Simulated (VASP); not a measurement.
Input of a VASP 6.6.1 run:

File INCAR:

```
PREC = Accurate
ENCUT = 600
EDIFF = 1E-6
ISMEAR = 0
SIGMA = 0.02
LREAL = False
LASPH = True
NELM = 100
ALGO = Normal
ISIF = 4
LWAVE = False
LCHARG = False
GGA = PE
IBRION = 2
NSW = 50
EDIFFG = -0.01
```

Contents of KPOINTS:

```
Automatic mesh
0
Gamma
  6 6 2
```

POSCAR

```
LiCl
1.0
    3.5473447542      0.0000000000      0.0000000000
   -1.7736723771      3.0720906732      0.0000000000
    0.0000000000      0.0000000000     11.7752919551
Li Cl
4 4
Direct
    0.3333333333      0.6666666667      0.8767234304
    0.6666666667      0.3333333333      0.1232765696
    0.6666666667      0.3333333333      0.3767234304
    0.3333333333      0.6666666667      0.6232765696
    0.6666666667      0.3333333333      0.7500000000
    0.0000000000      0.0000000000      0.0000000000
    0.3333333333      0.6666666667      0.2500000000
    0.0000000000      0.0000000000      0.5000000000
```

Potentials or basis: VASP PAW PBE potentials, release 64 (Li_sv, Cl).

Run with:

```console
$ cat potpaw_PBE.64/Li_sv/POTCAR potpaw_PBE.64/Cl/POTCAR > POTCAR
$ mpirun -np 1 vasp_std > vasp.out
```

(1) Predict the band gap on the k mesh.

Results:

(1) 6.59 eV, direct.

Caveat: the relaxation stopped at its first step, so nothing moved.
